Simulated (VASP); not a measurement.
Wanted: the native input for a VASP 6.6.1 run.

* Task: relaxation of cell and atoms
* Functional: PBE
* Potentials or basis: VASP PAW PBE potentials, release 64 (Si, P)
* Cutoff: 600 eV
* k mesh: 6 × 6 × 4
* Occupations: gaussian, width 0.1 eV
* Spin: no spin polarisation
* Dipole correction: no
* Further INCAR settings: ALGO = Normal; EDIFF = 1e-06; IBRION = 2; EDIFFG = -0.04; NSW = 90; ISIF = 3

The structure of Si2P lies in POSCAR:

```
Si2P
1.0
    4.8264114700      0.0000000000      0.0000000000
   -2.4132057300      4.1797949400      0.0000000000
    0.0000000000      0.0000000000      6.0780525400
Si P
4 2
Direct
    0.0000000000      0.0000000000      0.0000000000
    0.0000000000      0.0000000000      0.5000000000
    0.3333333300      0.6666666700      0.7500000000
    0.6666666700      0.3333333300      0.2500000000
    0.3333333300      0.6666666700      0.2500000000
    0.6666666700      0.3333333300      0.7500000000
```

These files were run (other wordings do the same):

INCAR

```
ALGO = Normal
EDIFF = 1E-6
EDIFFG = -0.04
ENCUT = 600
GGA = PE
IBRION = 2
ISIF = 3
ISMEAR = 0
LASPH = T
LCHARG = F
LREAL = F
LWAVE = F
NELM = 60
NSW = 90
PREC = Accurate
SIGMA = 0.1
```

KPOINTS

```
k-points
0
Gamma
  6 6 4
```

Potentials or basis: VASP PAW PBE potentials, release 64 (Si, P).

The run is started by

```sh
$ cat potpaw_PBE.64/Si/POTCAR potpaw_PBE.64/P/POTCAR > POTCAR
$ mpirun -np 1 vasp_std > vasp.out
```

It gave:

* Relaxed volume: 14.46 Å³/atom
* Relaxed cell: a = 4.438 Å, b = 4.438 Å, c = 5.087 Å, α = 90.00°, β = 90.00°, γ = 120.00°
* Space group after relaxing (to 0.05 Å): P6_3/mmc (No. 194)
* Energy gained by relaxing: 367.7 meV/atom
* Ionic steps: 9
* Pressure after relaxing: 0.0 GPa
* Band gap on the k mesh: zero (band 13 reaches 11.91 eV, above the bottom of band 14 at 6.97 eV)

Caveat: the volume moved by over 15 % at a fixed basis, so the end points are rough.

It took 4.6 min on 1 thread of Oxide Virtual Turin-like Processor, with other jobs on the host, peak memory 0.26 GiB.
